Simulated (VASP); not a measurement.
# Sr2TeO (P4/mmm) in VASP: single point with PBE

Aim: the single point of Sr2TeO with PBE.

Everything below comes from runs of VASP 6.6.1. Logs are shortened: lines on timing, memory, paths and dates and some standing lists are left out, and cuts for length are marked.

## 1. The cell of the first run

The structure is tetragonal, space group P4/mmm (No. 123). The conventional cell has a = 4.356 Å, b = 4.356 Å, c = 6.172 Å, α = 90.00°, β = 90.00°, γ = 90.00°. O (site symmetry 4/mmm) has 6 Sr at 3.08 to 3.09 Å within 4.1 Å. Within 4.1 Å of Sr (site symmetry 4/mmm) lie 4 Te at 3.08 Å and 2 O at 3.09 Å. Within 4.1 Å of Sr (site symmetry 4/mmm) lie 4 O at 3.08 Å and 2 Te at 3.09 Å. Within 4.1 Å of Te (site symmetry 4/mmm) lie 6 Sr at 3.08 to 3.09 Å.

## 2. Single point, PBE, non-collinear spin, zero start, spin-orbit coupling

Contents of INCAR:

```
SYSTEM = Sr2TeO
PREC     = Accurate       ! precision mode
ENCUT    = 520            ! plane-wave cutoff, eV
EDIFF    = 1E-6           ! SCF threshold, eV
ISMEAR   = 0              ! smearing method
SIGMA    = 0.01           ! smearing width, eV
LREAL    = .FALSE.        ! projectors in reciprocal space
LASPH    = .TRUE.         ! aspherical terms in the spheres
NELM     = 150            ! most SCF steps
ALGO     = Normal         ! electronic algorithm
ISIF     = 2              ! what is computed and relaxed
LWAVE    = .FALSE.        ! write WAVECAR
LCHARG   = .FALSE.        ! write CHGCAR
MAGMOM   = 0 0 0 0 0 0 0 0 0 0 0 0 ! initial moments
LORBIT   = 11             ! projections on sites
LSORBIT  = .TRUE.         ! spin-orbit coupling
GGA_COMPAT= .FALSE.      
LORBMOM  = .TRUE.       
GGA      = PE             ! functional
NBANDS   = 46             ! bands
```

Contents of KPOINTS:

```
Automatic mesh
0
G
  6 6 4
  0 0 0
```

Contents of POSCAR:

```
Sr2TeO
1.0
    4.3563053191      0.0000000000      0.0000000000
    0.0000000000      4.3563053191      0.0000000000
    0.0000000000      0.0000000000      6.1723914998
O Sr Te
1 2 1
Direct
    0.0000000000      0.0000000000      0.0000000000
    0.0000000000      0.0000000000      0.5000000000
    0.5000000000      0.5000000000      0.0000000000
    0.5000000000      0.5000000000      0.5000000000
```

Potentials or basis: VASP PAW PBE potentials, release 64 (O, Sr_sv, Te).

On the command line:

```console
$ cat potpaw_PBE.64/O/POTCAR potpaw_PBE.64/Sr_sv/POTCAR potpaw_PBE.64/Te/POTCAR > POTCAR
$ mpirun -np 1 vasp_ncl > vasp.out
```

OUTCAR:

```text
SYSTEM = Sr2TeO
   PREC = Accurate
   ENCUT = 520
   EDIFF = 1E-6
   ISMEAR = 0
   LREAL = .FALSE.
   LASPH = .TRUE.
   NELM = 150
   ISIF = 2
   LORBIT = 11
   LSORBIT = .TRUE.
   GGA = PE

 ion  position               nearest neighbor table
   1  0.000  0.000  0.000-   3 3.08   3 3.08   3 3.08   3 3.08   2 3.09   2 3.09
   2  0.000  0.000  0.500-   4 3.08   4 3.08   4 3.08   4 3.08   1 3.09   1 3.09   3 4.36   3 4.36
                             3 4.36   3 4.36   3 4.36   3 4.36   3 4.36   3 4.36
   3  0.500  0.500  0.000-   1 3.08   1 3.08   1 3.08   1 3.08   4 3.09   4 3.09   2 4.36   2 4.36
                             2 4.36   2 4.36   2 4.36   2 4.36   2 4.36   2 4.36
   4  0.500  0.500  0.500-   2 3.08   2 3.08   2 3.08   2 3.08   3 3.09   3 3.09

  LATTYP: Found a simple tetragonal cell.
 ALAT       =     4.3563053191
 C/A-ratio  =     1.4168867992

  Lattice vectors:

 A1 = (   4.3563053191,   0.0000000000,   0.0000000000)
 A2 = (   0.0000000000,   4.3563053191,   0.0000000000)
 A3 = (   0.0000000000,   0.0000000000,   6.1723914998)

Analysis of symmetry for initial positions (statically):
=====================================================================
 Subroutine PRICEL returns:
 Original cell was already a primitive cell.

 Routine SETGRP: Setting up the symmetry group for a
 simple tetragonal supercell.

 Subroutine GETGRP returns: Found 16 space group operations
 (whereof 16 operations were pure point group operations)
 out of a pool of 16 trial point group operations.

The static configuration has the point symmetry D_4h.

Analysis of symmetry for dynamics (positions and initial velocities):
=====================================================================
 Subroutine PRICEL returns:
 Original cell was already a primitive cell.

 Routine SETGRP: Setting up the symmetry group for a
 simple tetragonal supercell.

 Subroutine GETGRP returns: Found 16 space group operations
 (whereof 16 operations were pure point group operations)
 out of a pool of 16 trial point group operations.

The dynamic configuration has the point symmetry D_4h.

Analysis of structural, dynamic, and magnetic symmetry:
=====================================================================
 Subroutine PRICEL returns:
 Original cell was already a primitive cell.

 Routine SETGRP: Setting up the symmetry group for a
 simple tetragonal supercell.

 Subroutine GETGRP returns: Found 16 space group operations
 (whereof 16 operations were pure point group operations)
 out of a pool of 16 trial point group operations.

The overall configuration has the point symmetry D_4h.

 Subroutine INISYM returns: Found 16 space group operations
 (whereof 16 operations are pure point group operations),
 and found     1 'primitive' translations

----------------------------------------------------------------------------------------

                                     Primitive cell

  volume of cell :     117.1359

  direct lattice vectors                    reciprocal lattice vectors
     4.356305319  0.000000000  0.000000000     0.229552322  0.000000000  0.000000000
     0.000000000  4.356305319  0.000000000     0.000000000  0.229552322  0.000000000
     0.000000000  0.000000000  6.172391500     0.000000000  0.000000000  0.162011758

  length of vectors
     4.356305319  4.356305319  6.172391500     0.229552322  0.229552322  0.162011758

  position of ions in fractional coordinates (direct lattice)
     0.000000000  0.000000000  0.000000000
     0.000000000  0.000000000  0.500000000
     0.500000000  0.500000000  0.000000000
     0.500000000  0.500000000  0.500000000

  ion indices of the primitive-cell ions
   primitive index   ion index
                 1           1
                 2           2
                 3           3
                 4           4

----------------------------------------------------------------------------------------

 KPOINTS: Automatic mesh

[... 113 lines left out ...]
  ---------------------------------------------------
  free energy    TOTEN  =       -18.32122664 eV

  energy without entropy =      -18.32122664  energy(sigma->0) =      -18.32122664

 E-fermi :   2.5464     XC(G=0):  -8.6418

 val. band max:        2.4060519440   @ k =   0.0000   0.0000   0.0000
 cond. band min:       3.7849104020   @ k =   0.0000   0.0000   0.0000
 fundamental gap:      1.3788584580
 Fermi energy:         2.5463515708

 k-point     1 :       0.0000    0.0000    0.0000
  band No.  band energies     occupation
      1     -32.2194      1.00000
      2     -32.2194      1.00000
      3     -32.1005      1.00000
      4     -32.1005      1.00000
      5     -15.0150      1.00000
      6     -15.0150      1.00000
[... 1117 lines left out ...]
     43       7.8539      0.00000
     44       7.8539      0.00000

 [... further k-points ...]

 [bands above 44 left out]

------------------------ aborting loop because EDIFF is reached ----------------------------------------

  FORCE on cell =-STRESS in cart. coord.  units (eV):
  Direction    XX          YY          ZZ          XY          YZ          ZX
  --------------------------------------------------------------------------------------
  -------------------------------------------------------------------------------------
  Total        0.4436671      0.4436671      0.4972767      0.0000000     -0.0000000     -0.0000000
  in kB        6.0684499      6.0684499      6.8017173      0.0000000     -0.0000000     -0.0000000
  external PRESSURE =       6.3128724 kB  Pullay stress =       0.0000000 kB

 VOLUME and BASIS-vectors are now :
 -----------------------------------------------------------------------------
  energy-cutoff  :      520.00
  volume of cell :      117.14
      direct lattice vectors                 reciprocal lattice vectors
     4.356305319  0.000000000  0.000000000     0.229552322  0.000000000  0.000000000
     0.000000000  4.356305319  0.000000000     0.000000000  0.229552322  0.000000000
     0.000000000  0.000000000  6.172391500     0.000000000  0.000000000  0.162011758

 POSITION                                       TOTAL-FORCE (eV/Angst)
 -----------------------------------------------------------------------------------
      0.00000      0.00000      0.00000         0.000000      0.000000      0.000000
      0.00000      0.00000      3.08620         0.000000      0.000000      0.000000
      2.17815      2.17815      0.00000         0.000000      0.000000      0.000000
      2.17815      2.17815      3.08620         0.000000      0.000000      0.000000
 -----------------------------------------------------------------------------------
    total drift:                                0.000000     -0.000000      0.000000

  FREE ENERGIE OF THE ION-ELECTRON SYSTEM (eV)
  ---------------------------------------------------
  free  energy   TOTEN  =       -18.3212266439 eV

  energy  without entropy=      -18.3212266439  energy(sigma->0) =      -18.32122664

 orbital moment (x)

 # of ion     p       d       tot
 ----------------------------------------
  1        -0.000   0.000  -0.000
  2         0.000   0.000   0.000
  3        -0.000   0.000   0.000
  4        -0.000   0.000  -0.000
 ----------------------------------------
            0.000   0.000   0.000

 orbital moment (y)

 # of ion     p       d       tot
 ----------------------------------------
  1         0.000   0.000   0.000
  2        -0.000  -0.000  -0.000
  3        -0.000  -0.000  -0.000
  4         0.000   0.000   0.000
 ----------------------------------------
           -0.000  -0.000  -0.000

 orbital moment (z)

 # of ion     p       d       tot
 ----------------------------------------
  1         0.000   0.000   0.000
  2         0.000   0.000   0.000
  3         0.000  -0.000  -0.000
  4         0.000  -0.000  -0.000
 ----------------------------------------
            0.000  -0.000  -0.000

 Spin-Orbit-Coupling matrix elements

 Ion:    1  E_soc:     -0.0003443
 l=   1
     0.0000000    -0.0000570    -0.0000581
    -0.0000570     0.0000000    -0.0000570
    -0.0000581    -0.0000570     0.0000000
 l=   2
     0.0000000     0.0000000     0.0000000     0.0000000     0.0000000
     0.0000000     0.0000000     0.0000000     0.0000000     0.0000000
     0.0000000     0.0000000     0.0000000     0.0000000     0.0000000
     0.0000000     0.0000000     0.0000000     0.0000000     0.0000000
     0.0000000     0.0000000     0.0000000     0.0000000     0.0000000
 l=   3
     0.0000000     0.0000000     0.0000000     0.0000000     0.0000000     0.0000000     0.0000000
     0.0000000     0.0000000     0.0000000     0.0000000     0.0000000     0.0000000     0.0000000
     0.0000000     0.0000000     0.0000000     0.0000000     0.0000000     0.0000000     0.0000000
     0.0000000     0.0000000     0.0000000     0.0000000     0.0000000     0.0000000     0.0000000
[... 49 lines left out ...]
 l=   2
     0.0000000    -0.0000021     0.0000000    -0.0000021     0.0000021
    -0.0000021     0.0000000    -0.0000072    -0.0000040    -0.0000079
     0.0000000    -0.0000072     0.0000000    -0.0000072     0.0000000
    -0.0000021    -0.0000040    -0.0000072     0.0000000    -0.0000079
     0.0000021    -0.0000079     0.0000000    -0.0000079     0.0000000
 l=   3
     0.0000000     0.0000000     0.0000000     0.0000000     0.0000000     0.0000000     0.0000000
     0.0000000     0.0000000     0.0000000     0.0000000     0.0000000     0.0000000     0.0000000
     0.0000000     0.0000000     0.0000000     0.0000000     0.0000000     0.0000000     0.0000000
     0.0000000     0.0000000     0.0000000     0.0000000     0.0000000     0.0000000     0.0000000
     0.0000000     0.0000000     0.0000000     0.0000000     0.0000000     0.0000000     0.0000000
     0.0000000     0.0000000     0.0000000     0.0000000     0.0000000     0.0000000     0.0000000
     0.0000000     0.0000000     0.0000000     0.0000000     0.0000000     0.0000000     0.0000000

 total charge

# of ion       s       p       d       tot
------------------------------------------
    1        1.559   3.248   0.000   4.806
    2        2.015   5.810   0.233   8.058
    3        2.007   5.788   0.168   7.962
    4        1.343   2.269   0.008   3.620
--------------------------------------------------
tot          6.924  17.114   0.408  24.446

 magnetization (x)

# of ion       s       p       d       tot
------------------------------------------
    1        0.000   0.000   0.000   0.000
    2        0.000   0.000   0.000   0.000
    3        0.000   0.000   0.000   0.000
    4       -0.000  -0.000   0.000  -0.000
--------------------------------------------------
tot          0.000  -0.000   0.000  -0.000

 magnetization (y)

# of ion       s       p       d       tot
------------------------------------------
    1        0.000   0.000   0.000   0.000
    2        0.000  -0.000  -0.000  -0.000
    3        0.000   0.000   0.000   0.000
    4       -0.000   0.000  -0.000   0.000
--------------------------------------------------
tot         -0.000   0.000  -0.000   0.000

 magnetization (z)

# of ion       s       p       d       tot
------------------------------------------
    1       -0.000  -0.000   0.000  -0.000
    2       -0.000   0.000   0.000   0.000
    3        0.000   0.000  -0.000   0.000
    4       -0.000   0.000   0.000  -0.000
--------------------------------------------------
tot         -0.000   0.000  -0.000   0.000
```

Wall time 6.8 min (1 thread of Intel Xeon 8259CL, shared host); peak memory 0.56 GiB.

Results:

```yaml
Free_energy: -18.3212 eV
Pressure: 0.6 GPa
Net_moment: 0.00 μB per cell
Valence_electrons_inside_the_program's_atomic_spheres: O 4.81; Sr 8.06, 7.96; Te 3.62
```

Moments on the atoms (μB; x, y, z):
```
O   0.00 0.00 0.00
Sr  0.00 0.00 0.00
Sr  0.00 0.00 0.00
Te  0.00 0.00 0.00
```
